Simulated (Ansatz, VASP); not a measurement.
**Li in VASP and in Ansatz**

File INCAR:

```
SYSTEM = Li
PREC = Accurate ; ENCUT = 600
EDIFF = 1E-6 ; ISMEAR = 0
SIGMA = 0.1 ; LREAL = .FALSE.
LASPH = .TRUE. ; NELM = 60
ALGO = Fast ; ISIF = 3
LWAVE = .FALSE. ; LCHARG = .FALSE.
GGA = PE ; IBRION = 2
NSW = 100 ; EDIFFG = -0.01
```

KPOINTS

```
Automatic mesh
0
G
  12 12 20
  0 0 0
```

POSCAR

```
Li
1.0
    4.7342915177      0.0000000000      0.0000000000
   -2.3671457588      4.1000167232      0.0000000000
    0.0000000000      0.0000000000      2.8596542221
Li
2
Direct
    0.3333333333      0.6666666667      0.0000000000
    0.6666666667      0.3333333333      0.0000000000
```

Input for Ansatz:

```yaml
crystal:
  lattice:
    - [4.7342915177, 0.0, 0.0]
    - [-2.3671457588, 4.1000167232, 0.0]
    - [0.0, 0.0, 2.8596542221]
  atoms:
    - { symbol: Li, position: [0.3333333333, 0.6666666667, 0.0] }
    - { symbol: Li, position: [0.6666666667, 0.3333333333, 0.0] }
basis:
  ecutwfc: 420
kpoints:
  mp_grid: { grid: [12, 12, 20] }
hamiltonian:
  xc: pbe
scf:
  occupations: { method: gaussian, width: 0.1 }
output:
  forces: true
  stress: true
  eigenvalues: true
relax:
  adjacent_minimum: "off"
  f_tol: 0.01
  max_steps: 80
  cell: { stress_tol: 0.05 }
```

Alike in both runs: task relaxation of cell and atoms; functional PBE; k mesh 12 × 12 × 20; occupations gaussian, width 0.1 eV; no spin polarisation.

|  | VASP | Ansatz |
| --- | --- | --- |
| version | VASP 6.6.1 | Ansatz 0.2.0 |
| potentials or method | VASP PAW PBE potentials, release 64 (Li_sv), cutoff 600 eV | scalar-relativistic, plane waves, PAW |
| valence electrons in the cell | 6 | 6 |

Ansatz gave:

* gap on the k mesh at the Fermi level, each at its own relaxed structure (eV): none
* relaxed volume (Å³/atom): 27.75
* relaxed length of the cell vector where the two differ most in proportion (Å): 4.734

Task: What did VASP give for the same quantities?

Result: gap on the k mesh at the Fermi level, each at its own relaxed structure (eV): none; relaxed volume (Å³/atom): 27.17; relaxed length of the cell vector where the two differ most in proportion (Å): 4.695.

A gap of «none» marks a metal or a gap that the smearing closes.

Noted on VASP's run: the cutoff is under 1.25 times that of the potentials, so the pressure is a little rough.
